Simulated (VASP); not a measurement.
Input of a VASP 6.6.1 run:

File INCAR:

```
ALGO = Normal
EDIFF = 1E-6
ENCUT = 520
GGA = PE
ISIF = 2
ISMEAR = 0
LASPH = True
LCHARG = False
LREAL = False
LWAVE = False
NBANDS = 22
NELM = 80
PREC = Accurate
SIGMA = 0.1
```

KPOINTS

```
k-points
0
Gamma
  6 6 6
```

POSCAR

```
Pt
1.0
    0.0000000000      3.0354746692      3.0354746692
    3.0354746692      0.0000000000      3.0354746692
    3.0354746692      3.0354746692      0.0000000000
Pt
3
Direct
    0.0000000000      0.0000000000      0.0000000000
    0.7500000000      0.7500000000      0.7500000000
    0.2500000000      0.2500000000      0.2500000000
```

Potentials or basis: VASP PAW PBE potentials, release 64 (Pt).

Command:

```bash
$ cat potpaw_PBE.64/Pt/POTCAR > POTCAR
$ mpirun -np 1 vasp_std > vasp.out
```

Problem. What does it give for the band gap on the k mesh?

Solution. Zero (bands 15 and 16 overlap by 0.79 eV).

Problem. Predict the pressure.

Solution. -0.4 GPa.

Caveat: spin-orbit coupling is left out, which moves the levels of the heavy elements.
